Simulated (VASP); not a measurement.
Wanted: the native input for a VASP 6.6.1 run.

| Property | Result |
| --- | --- |
| Task | single point |
| Functional | PBE |
| Potentials or basis | VASP PAW PBE potentials, release 64 (Hf_pv, O) |
| Cutoff | 520 eV |
| k mesh | 8 × 8 × 8 |
| Occupations | gaussian, width 0.01 eV |
| Spin | no spin polarisation |
| Dipole correction | no |
| Further INCAR settings | ALGO = Normal; EDIFF = 1e-06; NBANDS = 18 |

The structure of HfO2 lies in POSCAR:

```
HfO2
1.0
    0.0000000000      2.5291822585      2.5291822585
    2.5291822585      0.0000000000      2.5291822585
    2.5291822585      2.5291822585      0.0000000000
Hf O
1 2
Direct
    0.0000000000      0.0000000000      0.0000000000
    0.7500000000      0.7500000000      0.7500000000
    0.2500000000      0.2500000000      0.2500000000
```

One way to write it, as run:

INCAR

```
SYSTEM = HfO2
PREC     = Accurate       ! precision mode
ENCUT    = 520            ! plane-wave cutoff, eV
EDIFF    = 1E-6           ! SCF threshold, eV
ISMEAR   = 0              ! smearing method
SIGMA    = 0.01           ! smearing width, eV
LREAL    = .FALSE.        ! projectors in reciprocal space
LASPH    = .TRUE.         ! aspherical terms in the spheres
NELM     = 60             ! most SCF steps
ALGO     = Normal         ! electronic algorithm
ISIF     = 2              ! what is computed and relaxed
LWAVE    = .FALSE.        ! write WAVECAR
LCHARG   = .FALSE.        ! write CHGCAR
GGA      = PE             ! functional
NBANDS   = 18             ! bands
```

KPOINTS

```
regular mesh
0
G
  8 8 8
  0 0 0
```

Potentials or basis: VASP PAW PBE potentials, release 64 (Hf_pv, O).

Command:

```bash
$ cat potpaw_PBE.64/Hf_pv/POTCAR potpaw_PBE.64/O/POTCAR > POTCAR
$ mpirun -np 1 vasp_std > vasp.out
```

It gave:

```yaml
Pressure: 2.1 GPa
Band_gap_on_the_k_mesh: 3.82 eV, direct
```

Caveat: spin-orbit coupling is left out, which moves the levels of the heavy elements.

It took 14 s on 1 thread of Intel(R) Xeon(R) Platinum 8488C (Sapphire Rapids), on a shared host, peak memory 0.16 GiB.
